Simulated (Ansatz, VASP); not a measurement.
## Li2Pd in VASP and in Ansatz

```
Li Pd
1.0
     4.18443    0.00000    0.00000
    -2.09222    3.62383    0.00000
     0.00000    0.00000    2.73190
Li Pd
2 1
Direct
  0.33333 0.66667 0.50000
  0.66667 0.33333 0.50000
  0.00000 0.00000 0.00000
```

Change from the starting cell: equal xx and yy strain of -1 %, crystal datasets.

Alike in both runs: task electric field gradients; functional LDA; k mesh 11 × 11 × 15; occupations fermi-dirac, width 0.08 eV; no spin polarisation.

|  | VASP | Ansatz |
| --- | --- | --- |
| version | VASP 6.6.1 | Ansatz 0.2.0 |
| potentials or method | VASP PAW LDA potentials, release 64 (Li_sv, Pd), cutoff 520 eV | all-electron PAW with datasets made for the crystal, scalar-relativistic |

Ansatz gave:

```
size of Vzz on the site where it differs most (V/Å²) : 78.3
```

Which values does VASP return?

Size of Vzz on the site where it differs most (V/Å²): 83.8.

LDA's correlation is that of Perdew and Zunger in VASP and of Perdew and Wang (1992) in Ansatz. Ansatz ran all-electron here, and VASP with PAW potentials.

Noted on VASP's run: the cutoff is under 1.25 times that of the potentials, so the pressure is a little rough.
